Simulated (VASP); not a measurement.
# PbI2 (P-3m1) in VASP: a series of runs

PbI2 is run at these levels: PBEsol; tasks: single point.

Program: VASP 6.6.1. These are calculated values, not measurements. Logs are shortened: lines on timing, memory, paths and dates and some standing lists are left out, and cuts for length are marked.

**1. The cell of the first run**

Symmetry: P-3m1, No. 164, trigonal system. Conventional cell: a = 4.545 Å, b = 4.545 Å, c = 7.065 Å, α = 90.00°, β = 90.00°, γ = 120.00°. Pb (site symmetry -3m) has 6 I at 3.22 Å within 4.2 Å. Within 4.3 Å of I (site symmetry 3m) lie 3 Pb at 3.22 Å and 3 I at 4.25 Å.

**2. Single point, PBEsol**

The input, INCAR:

```
SYSTEM = PbI2
  PREC = Accurate
  ENCUT = 500
  EDIFF = 1E-6
  ISMEAR = 0
  SIGMA = 0.01
  LREAL = .FALSE.
  LASPH = .TRUE.
  NELM = 120
  ALGO = Normal
  ISIF = 2
  LWAVE = .FALSE.
  LCHARG = .FALSE.
  GGA = PS
  NBANDS = 21
  GGA_COMPAT = .FALSE.
```

The input, KPOINTS:

```
Automatic mesh
0
G
  6 6 4
  0 0 0
```

The input, POSCAR:

```
PbI2
1.0
    4.5451946160      0.0000000000      0.0000000000
   -2.2725973080      3.9362540026      0.0000000000
    0.0000000000      0.0000000000      7.0652916297
Pb I
1 2
Direct
    0.0000000000      0.0000000000      0.0000000000
    0.3333333333      0.6666666667      0.2632474854
    0.6666666667      0.3333333333      0.7367525146
```

Potentials or basis: VASP PAW PBE potentials, release 64 (Pb_d, I).

The run is started by

```sh
cat potpaw_PBE.64/Pb_d/POTCAR potpaw_PBE.64/I/POTCAR > POTCAR
mpirun -np 1 vasp_std > vasp.out
```

OUTCAR:

```text
SYSTEM = PbI2
   PREC = Accurate
   ENCUT = 500
   EDIFF = 1E-6
   ISMEAR = 0
   LREAL = .FALSE.
   LASPH = .TRUE.
   NELM = 120
   ISIF = 2
   GGA = PS

 ion  position               nearest neighbor table
   1  0.000  0.000  0.000-   2 3.22   3 3.22   2 3.22   3 3.22   3 3.22   2 3.22
   2  0.333  0.667  0.263-   1 3.22   1 3.22   1 3.22
   3  0.667  0.333  0.737-   1 3.22   1 3.22   1 3.22

  LATTYP: Found a hexagonal cell.
 ALAT       =     4.5451946160
 C/A-ratio  =     1.5544530491

  Lattice vectors:

 A1 = (   4.5451946160,   0.0000000000,   0.0000000000)
 A2 = (  -2.2725973080,   3.9362540026,   0.0000000000)
 A3 = (   0.0000000000,   0.0000000000,   7.0652916297)

Analysis of symmetry for initial positions (statically):
=====================================================================
 Subroutine PRICEL returns:
 Original cell was already a primitive cell.

 Routine SETGRP: Setting up the symmetry group for a
 hexagonal supercell.

 Subroutine GETGRP returns: Found 12 space group operations
 (whereof 12 operations were pure point group operations)
 out of a pool of 24 trial point group operations.

The static configuration has the point symmetry D_3d.

Analysis of symmetry for dynamics (positions and initial velocities):
=====================================================================
 Subroutine PRICEL returns:
 Original cell was already a primitive cell.

 Routine SETGRP: Setting up the symmetry group for a
 hexagonal supercell.

 Subroutine GETGRP returns: Found 12 space group operations
 (whereof 12 operations were pure point group operations)
 out of a pool of 24 trial point group operations.

The dynamic configuration has the point symmetry D_3d.

 Subroutine INISYM returns: Found 12 space group operations
 (whereof 12 operations are pure point group operations),
 and found     1 'primitive' translations

----------------------------------------------------------------------------------------

                                     Primitive cell

  volume of cell :     126.4054

  direct lattice vectors                    reciprocal lattice vectors
     4.545194616  0.000000000  0.000000000     0.220012581  0.127024323  0.000000000
    -2.272597308  3.936254003  0.000000000     0.000000000  0.254048646  0.000000000
     0.000000000  0.000000000  7.065291630     0.000000000  0.000000000  0.141536974

  length of vectors
     4.545194616  4.545194616  7.065291630     0.254048646  0.254048646  0.141536974

  position of ions in fractional coordinates (direct lattice)
     0.000000000  0.000000000  0.000000000
     0.333333333  0.666666667  0.263247485
     0.666666667  0.333333333  0.736752515

  ion indices of the primitive-cell ions
   primitive index   ion index
                 1           1
                 2           2
                 3           3

----------------------------------------------------------------------------------------

 KPOINTS: Automatic mesh

Automatic generation of k-mesh.
 Grid dimensions read from file:
 generate k-points for:    6    6    4

 Generating k-lattice:

  Cartesian coordinates                     Fractional coordinates (reciprocal lattice)
     0.036668764  0.021170721  0.000000000     0.166666667  0.000000000  0.000000000
     0.000000000  0.042341441  0.000000000     0.000000000  0.166666667  0.000000000
     0.000000000  0.000000000  0.035384244     0.000000000  0.000000000  0.250000000

  Length of vectors
     0.042341441  0.042341441  0.035384244

  Shift w.r.t. Gamma in fractional coordinates (k-lattice)
     0.000000000  0.000000000  0.000000000

 Subroutine IBZKPT returns following result:
 ===========================================

 Found     24 irreducible k-points:

 Following reciprocal coordinates:
            Coordinates               Weight
  0.000000  0.000000  0.000000      1.000000
  0.166667 -0.000000  0.000000      6.000000
  0.333333 -0.000000  0.000000      6.000000
  0.500000  0.000000  0.000000      3.000000
  0.166667  0.166667  0.000000      6.000000
  0.333333  0.166667  0.000000     12.000000
[... 16 lines left out ...]
  0.333333  0.166667  0.500000     12.000000
  0.333333  0.333333  0.500000      2.000000
   k-points           NKPTS =     24   k-points in BZ     NKDIM =     24   number of bands    NBANDS=     21
   number of dos      NEDOS =    301   number of ions     NIONS =      3
   total plane-waves  NPLWV =  69984
   dimension x,y,z NGX =    36 NGY =   36 NGZ =   54
   dimension x,y,z NGXF=    72 NGYF=   72 NGZF=  108
   ions per type =               1   2
   NGX,Y,Z   is equivalent  to a cutoff of  13.17, 13.17, 12.71 a.u.
   NGXF,Y,Z  is equivalent  to a cutoff of  26.33, 26.33, 25.41 a.u.
 SYSTEM =  PbI2
   PREC   = accura    normal or accurate (medium, high low for compatibility)
   ISTART =      0    job   : 0-new  1-cont  2-samecut
   ICHARG =      2    charge: 1-file 2-atom 10-const
   ISPIN  =      1    spin polarized calculation?
   LNONCOLLINEAR =      F non collinear calculations
   LSORBIT =      F    spin-orbit coupling
   LASPH  =      T    aspherical Exc in radial PAW
   ENCUT  =  500.0 eV  36.75 Ry    6.06 a.u.   8.29  8.29 12.88*2*pi/ulx,y,z
   NELM   =    120;   NELMIN=  2; NELMDL= -5     # of ELM steps
   EDIFF  = 0.1E-05   stopping-criterion for ELM
   LREAL  =      F    real-space projection
[... 7 lines left out ...]
   TEBEG  =    0.0;   TEEND  =   0.0 temperature during run
   PSTRESS=    0.0 pullay stress
   NELECT =      28.0000    total number of electrons
   NUPDOWN=      -1.0000    fix difference up-down
   EMIN   =  10.00;   EMAX   =-10.00  energy-range for DOS
   EFERMI =   0.00;   METHOD = LEGACY
   ISMEAR =     0;   SIGMA  =   0.01  broadening in eV -4-tet -1-fermi 0-gaus
   EFERMI_NEDOS =   21; number of points for ismear=-14 and -15
   IALGO  =     38    algorithm
   IMIX   =      4    mixing-type and parameters
     AMIX     =   0.40;   BMIX     =  1.00
     AMIX_MAG =   1.60;   BMIX_MAG =  1.00
  volume/ion in A,a.u.               =      42.14       284.34
  Fermi-wavevector in a.u.,A,eV,Ry     =   0.990541  1.871850 13.349637  0.981171
  Thomas-Fermi vector in A             =   2.122218
   LORBIT       =      0    0 simple, 1 ext, 2 COOP (PROOUT), +10 PAW based schemes
   GGA     = PS    functional components
   LHFCALC =     F    Hartree Fock is set to
   AEXX    =    0.0000 exact exchange contribution
   IVDW    =     0    specifies the selected vdW correction
   LEPSILON=     F    determine dielectric tensor
   LRPA    =     F    only Hartree local field effects (RPA)
 non-spin polarized calculation
 Gauss-broadening in eV      SIGMA  =   0.01
  energy-cutoff  :      500.00
  volume of cell :      126.41
 maximum number of plane-waves:      3227
 NGX is ok and might be reduce to    36
   NGX = 17   NGY = 17   NGZ = 25

 number of electron      28.0000003 magnetization

 Free energy of the ion-electron system (eV)
  ---------------------------------------------------
  ext. energy  EPLUGINS =         0.00000000
  ---------------------------------------------------
  free energy    TOTEN  =        -9.33771837 eV

  energy without entropy =       -9.33771837  energy(sigma->0) =       -9.33771837

 E-fermi :   2.5805     XC(G=0):  -8.2721

 val. band max:        2.4664260070   @ k =   0.0000   0.0000   0.5000
 cond. band min:       4.6187010570   @ k =   0.0000   0.0000   0.5000
 fundamental gap:      2.1522750500
 Fermi energy:         2.5805065438

 k-point     1 :       0.0000    0.0000    0.0000
  band No.  band energies     occupation
      1     -13.5550      2.00000
      2     -13.5550      2.00000
      3     -13.5390      2.00000
      4     -13.5308      2.00000
      5     -13.5308      2.00000
      6      -9.7583      2.00000
[... 13 lines left out ...]
     20      10.2608      0.00000
     21      10.3069      0.00000

 k-point     2 :       0.1667   -0.0000    0.0000
  band No.  band energies     occupation
      1     -13.5655      2.00000
      2     -13.5518      2.00000
      3     -13.5364      2.00000
      4     -13.5322      2.00000
      5     -13.5290      2.00000
      6      -9.6330      2.00000
[... 13 lines left out ...]
     20       9.7318      0.00000
     21      10.4249      0.00000

 k-point     3 :       0.3333   -0.0000    0.0000
  band No.  band energies     occupation
      1     -13.5879      2.00000
      2     -13.5486      2.00000
      3     -13.5383      2.00000
      4     -13.5263      2.00000
      5     -13.5223      2.00000
      6      -9.3255      2.00000
[... 13 lines left out ...]
     20      10.5696      0.00000
     21      11.2314      0.00000

 k-point     4 :       0.5000    0.0000    0.0000
  band No.  band energies     occupation
      1     -13.5991      2.00000
      2     -13.5482      2.00000
      3     -13.5400      2.00000
      4     -13.5225      2.00000
      5     -13.5178      2.00000
      6      -9.1001      2.00000
[... 13 lines left out ...]
     20      11.3184      0.00000
     21      12.1324      0.00000

 k-point     5 :       0.1667    0.1667    0.0000
  band No.  band energies     occupation
      1     -13.5784      2.00000
      2     -13.5528      2.00000
      3     -13.5340      2.00000
      4     -13.5327      2.00000
      5     -13.5236      2.00000
      6      -9.4139      2.00000
[... 13 lines left out ...]
     20      10.3485      0.00000
     21      11.0397      0.00000
[... 382 lines left out ...]
     20      10.5046      0.00000
     21      11.2321      0.00000

 k-point    22 :       0.1667    0.1667    0.5000
  band No.  band energies     occupation
      1     -13.5787      2.00000
      2     -13.5528      2.00000
      3     -13.5340      2.00000
      4     -13.5326      2.00000
      5     -13.5235      2.00000
      6      -9.2944      2.00000
[... 13 lines left out ...]
     20       9.9816      0.00000
     21      10.2328      0.00000

 k-point    23 :       0.3333    0.1667    0.5000
  band No.  band energies     occupation
      1     -13.5902      2.00000
      2     -13.5565      2.00000
      3     -13.5357      2.00000
      4     -13.5257      2.00000
      5     -13.5201      2.00000
      6      -9.0485      2.00000
[... 13 lines left out ...]
     20      10.5005      0.00000
     21      10.6158      0.00000

 k-point    24 :       0.3333    0.3333    0.5000
  band No.  band energies     occupation
      1     -13.5755      2.00000
      2     -13.5755      2.00000
      3     -13.5273      2.00000
      4     -13.5273      2.00000
      5     -13.5249      2.00000
      6      -8.9293      2.00000
[... 13 lines left out ...]
     20      10.0836      0.00000
     21      10.4940      0.00000

------------------------ aborting loop because EDIFF is reached ----------------------------------------

  FORCE on cell =-STRESS in cart. coord.  units (eV):
  Direction    XX          YY          ZZ          XY          YZ          ZX
  --------------------------------------------------------------------------------------
  -------------------------------------------------------------------------------------
  Total       -0.0176940     -0.0176940     -0.0040059     -0.0000000     -0.0000000      0.0000000
  in kB       -0.2242695     -0.2242695     -0.0507750     -0.0000000     -0.0000000      0.0000000
  external PRESSURE =      -0.1664380 kB  Pullay stress =       0.0000000 kB

 VOLUME and BASIS-vectors are now :
 -----------------------------------------------------------------------------
  energy-cutoff  :      500.00
  volume of cell :      126.41
      direct lattice vectors                 reciprocal lattice vectors
     4.545194616  0.000000000  0.000000000     0.220012581  0.127024323  0.000000000
    -2.272597308  3.936254003  0.000000000     0.000000000  0.254048646  0.000000000
     0.000000000  0.000000000  7.065291630     0.000000000  0.000000000  0.141536974

 POSITION                                       TOTAL-FORCE (eV/Angst)
 -----------------------------------------------------------------------------------
      0.00000      0.00000      0.00000         0.000000      0.000000      0.000000
     -0.00000      2.62417      1.85992        -0.000000      0.000000      0.002284
      2.27260      1.31208      5.20537         0.000000     -0.000000     -0.002284
 -----------------------------------------------------------------------------------
    total drift:                               -0.000000     -0.000000     -0.000000

  FREE ENERGIE OF THE ION-ELECTRON SYSTEM (eV)
  ---------------------------------------------------
  free  energy   TOTEN  =        -9.3377183726 eV

  energy  without entropy=       -9.3377183726  energy(sigma->0) =       -9.33771837
```

Wall time 27 s (1 thread of AMD EPYC 9R45 (Zen 5), shared host); peak memory 0.24 GiB.

What came out:

```yaml
Free_energy: -9.3377 eV
Pressure: 0.0 GPa
Band_gap_on_the_k_mesh: 2.15 eV
```

Forces in eV/Å, atoms in the order of the input:
```
Pb   0.000  0.000  0.000
I    0.000  0.000  0.002
I    0.000  0.000 -0.002
```

Caveat: the PAW data sets were made with another functional, which shifts forces and pressure a little; spin-orbit coupling is left out, which moves the levels of the heavy elements; this functional lacks dispersion, which binds layers or chains, so the pressure and a relaxed spacing across them are unreliable. A k mesh can miss the band edges.

**3. Single point, PBEsol, non-collinear spin, zero start, spin-orbit coupling**

The input, INCAR:

```
SYSTEM = PbI2
PREC = Accurate
ENCUT = 500
EDIFF = 1E-6
ISMEAR = 0
SIGMA = 0.01
LREAL = .False.
LASPH = .True.
NELM = 200
ALGO = Normal
ISIF = 2
LWAVE = .False.
LCHARG = .False.
MAGMOM = 0 0 0 0 0 0 0 0 0
LORBIT = 11
LSORBIT = .True.
GGA_COMPAT = .False.
LORBMOM = .True.
GGA = PS
NBANDS = 41
```

The input, KPOINTS:

```
Automatic mesh
0
Gamma
  6 6 4
  0 0 0
```

POSCAR is that of step 2.

Potentials or basis: VASP PAW PBE potentials, release 64 (Pb_d, I).

The run is started by

```sh
cat potpaw_PBE.64/Pb_d/POTCAR potpaw_PBE.64/I/POTCAR > POTCAR
mpirun -np 1 vasp_ncl > vasp.out
```

OUTCAR:

```text
SYSTEM = PbI2
   PREC = Accurate
   ENCUT = 500
   EDIFF = 1E-6
   ISMEAR = 0
   LREAL = .False.
   LASPH = .True.
   NELM = 200
   ISIF = 2
   LORBIT = 11
   LSORBIT = .True.
   GGA = PS

 ion  position               nearest neighbor table
   1  0.000  0.000  0.000-   2 3.22   3 3.22   2 3.22   3 3.22   3 3.22   2 3.22
   2  0.333  0.667  0.263-   1 3.22   1 3.22   1 3.22
   3  0.667  0.333  0.737-   1 3.22   1 3.22   1 3.22

  LATTYP: Found a hexagonal cell.
 ALAT       =     4.5451946160
 C/A-ratio  =     1.5544530491

  Lattice vectors:

 A1 = (   4.5451946160,   0.0000000000,   0.0000000000)
 A2 = (  -2.2725973080,   3.9362540026,   0.0000000000)
 A3 = (   0.0000000000,   0.0000000000,   7.0652916297)
[... 1355 lines left out ...]
     0.0000000     0.0000000     0.0000000     0.0000000     0.0000000     0.0000000     0.0000000
     0.0000000     0.0000000     0.0000000     0.0000000     0.0000000     0.0000000     0.0000000
     0.0000000     0.0000000     0.0000000     0.0000000     0.0000000     0.0000000     0.0000000
     0.0000000     0.0000000     0.0000000     0.0000000     0.0000000     0.0000000     0.0000000
     0.0000000     0.0000000     0.0000000     0.0000000     0.0000000     0.0000000     0.0000000

 total charge

# of ion       s       p       d       tot
------------------------------------------
    1        1.482   0.521   9.838  11.841
    2        1.514   2.744   0.012   4.270
    3        1.514   2.744   0.012   4.270
--------------------------------------------------
tot          4.511   6.010   9.861  20.382

 magnetization (x)

# of ion       s       p       d       tot
------------------------------------------
    1        0.000   0.000  -0.000  -0.000
    2        0.000   0.000   0.000   0.000
    3        0.000   0.000   0.000   0.000
--------------------------------------------------
tot          0.000   0.000   0.000   0.000

 magnetization (y)

# of ion       s       p       d       tot
------------------------------------------
    1        0.000   0.000   0.000   0.000
    2        0.000   0.000  -0.000   0.000
    3        0.000   0.000  -0.000   0.000
--------------------------------------------------
tot          0.000   0.000  -0.000   0.000

 magnetization (z)

# of ion       s       p       d       tot
------------------------------------------
    1        0.000   0.000   0.000   0.000
    2        0.000   0.000   0.000   0.000
    3        0.000   0.000   0.000   0.000
--------------------------------------------------
tot          0.000   0.000   0.000   0.000
```

OSZICAR:

```text
N       E                     dE             d eps       ncg     rms          rms(c)
DAV:   1     0.253327495253E+03    0.25333E+03   -0.11249E+04  1968   0.119E+03
DAV:   2     0.217933664919E+02   -0.23153E+03   -0.22002E+03  2119   0.308E+02
DAV:   3    -0.848479988375E+01   -0.30278E+02   -0.29771E+02  2547   0.131E+02
DAV:   4    -0.100681015327E+02   -0.15833E+01   -0.15796E+01  2520   0.346E+01
DAV:   5    -0.101313408428E+02   -0.63239E-01   -0.63232E-01  2920   0.681E+00    0.539E+00
DAV:   6    -0.100088029658E+02    0.12254E+00   -0.16325E-01  2741   0.408E+00    0.343E+00
DAV:   7    -0.100044179721E+02    0.43850E-02   -0.65149E-02  2528   0.133E+00    0.215E+00
DAV:   8    -0.100070315888E+02   -0.26136E-02   -0.71202E-03  2732   0.646E-01    0.481E-01
DAV:   9    -0.100065981427E+02    0.43345E-03   -0.19950E-03  2704   0.523E-01    0.148E-01
DAV:  10    -0.100066797051E+02   -0.81562E-04   -0.39609E-04  2336   0.993E-02    0.712E-02
DAV:  11    -0.100067006719E+02   -0.20967E-04   -0.28870E-05  2568   0.479E-02    0.213E-02
DAV:  12    -0.100067104510E+02   -0.97791E-05   -0.93678E-06  2116   0.207E-02    0.140E-02
DAV:  13    -0.100067122093E+02   -0.17583E-05   -0.11605E-06  2216   0.920E-03    0.376E-03
DAV:  14    -0.100067125929E+02   -0.38358E-06   -0.27481E-07  1540   0.447E-03
   1 F= -.10006713E+02 E0= -.10006713E+02  d E =-.281072E-12  mag=    -0.0000    -0.0000     0.0000
```

stdout:

```text
POSCAR found type information on POSCAR PbI
 POSCAR found :  2 types and       3 ions
 scaLAPACK will be used
 -----------------------------------------------------------------------------
|                                                                             |
|                                                                             |
|     You enforced a specific xc type in the INCAR file but a different       |
|     I HOPE YOU KNOW WHAT YOU ARE DOING!                                     |
|                                                                             |
 -----------------------------------------------------------------------------

 LDA part: xc-table for (Slater+PW92), standard interpolation
 POSCAR, INCAR and KPOINTS ok, starting setup
 FFT: planning ... GRIDC
 FFT: planning ... GRID_SOFT
 FFT: planning ... GRID
 WAVECAR not read
 entering main loop
```

Wall time 2.1 min (1 thread of AMD EPYC 9R45 (Zen 5), shared host); peak memory 0.57 GiB.

What came out:

```
Free energy                                           : -10.0067 eV
Pressure                                              : 0.0 GPa
Largest force                                         : 0.027 eV/Å
Net moment                                            : 0.00 μB per cell
Valence electrons inside the program's atomic spheres : Pb 11.84; I 4.27
```

Forces on the atoms (eV/Å):
```
Pb   0.000  0.000  0.000
I    0.000  0.000  0.027
I    0.000  0.000 -0.027
```

Stress tensor (GPa, compression positive):
```
-0.05  0.00  0.00
 0.00 -0.05  0.00
 0.00  0.00  0.08
```

Moments on the atoms (μB; x, y, z):
```
Pb  0.00 0.00 0.00
I   0.00 0.00 0.00
I   0.00 0.00 0.00
```

Caveat: the PAW data sets were made with another functional, which shifts forces and pressure a little; this functional lacks dispersion, which binds layers or chains, so the pressure and a relaxed spacing across them are unreliable.
